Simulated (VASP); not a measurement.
A run of VASP 6.6.1 is set up as follows.

Contents of INCAR:

```
SYSTEM = AsSe3
PREC     = Accurate       ! precision mode
ENCUT    = 500            ! plane-wave cutoff, eV
EDIFF    = 1E-6           ! SCF threshold, eV
ISMEAR   = 0              ! smearing method
SIGMA    = 0.2            ! smearing width, eV
LREAL    = .False.        ! projectors in reciprocal space
LASPH    = .True.         ! aspherical terms in the spheres
NELM     = 120            ! most SCF steps
ALGO     = Normal         ! electronic algorithm
ISIF     = 2              ! what is computed and relaxed
LWAVE    = .False.        ! write WAVECAR
LCHARG   = .True.         ! write CHGCAR
GGA      = PE             ! functional
LELF     = .True.         ! ELF
LVHAR    = .True.       
NBANDS   = 20             ! bands
GGA_COMPAT= .False.
```

The input KPOINTS:

```
regular mesh
0
Gamma
  6 6 2
  0 0 0
```

Contents of POSCAR:

```
AsSe3
1.0
    3.7007272696      0.0000000000      0.0000000000
   -1.8503636348      3.2049238279      0.0000000000
    0.0000000000      0.0000000000      7.5682677898
As Se
1 3
Direct
    0.0000000000      0.0000000000      0.0000000000
    0.0000000000      0.0000000000      0.5000000000
    0.6666666667      0.3333333333      0.2321257078
    0.6666666667      0.3333333333      0.7678742922
```

Potentials or basis: VASP PAW PBE potentials, release 64 (As, Se).

Command:

```bash
$ cat potpaw_PBE.64/As/POTCAR potpaw_PBE.64/Se/POTCAR > POTCAR
$ mpirun -np 1 vasp_std > vasp.out
```

Problem. What does it give for the largest force?

Solution. 0.041 eV/Å.

Problem. Estimate the band gap on the k mesh.

Solution. Zero (an odd number of electrons rules out a gap without spin polarisation).

Problem. Predict the pressure.

Solution. 0.0 GPa.

Forces in eV/Å, atoms in the order of the input:
```
As   0.000  0.000  0.000
Se   0.000  0.000  0.000
Se   0.000  0.000  0.041
Se   0.000  0.000 -0.041
```

Caveat: the k points lie up to 0.42 Å⁻¹ apart, too coarse for converged energies and pressures of a metal.
